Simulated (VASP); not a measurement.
Input of a VASP 6.6.1 run:

The input INCAR:

```
SYSTEM = Na
PREC = Accurate
ENCUT = 520
EDIFF = 1E-6
ISMEAR = 0
SIGMA = 0.15
LREAL = .False.
LASPH = .True.
NELM = 80
ALGO = Normal
ISIF = 2
LWAVE = .False.
LCHARG = .False.
GGA = PS
NBANDS = 10
```

File KPOINTS:

```
Automatic mesh
0
Gamma
  16 16 16
  0 0 0
```

POSCAR

```
Na
1.0
   -1.7704000000      1.7704000000      2.4815000000
    1.7704000000     -1.7704000000      2.4815000000
    1.7704000000      1.7704000000     -2.4815000000
Na
1
Direct
    0.0000000000      0.0000000000      0.0000000000
```

Potentials or basis: VASP PAW PBE potentials, release 64 (Na_pv).

Launch:

```console
$ cat potpaw_PBE.64/Na_pv/POTCAR > POTCAR
$ mpirun -np 1 vasp_std > vasp.out
```

Q: Estimate the band gap on the k mesh.

A: Zero (an odd number of electrons rules out a gap without spin polarisation).

Q: What does it give for the pressure?

A: 1.6 GPa.

Caveat: the PAW data sets were made with another functional, which shifts forces and pressure a little.
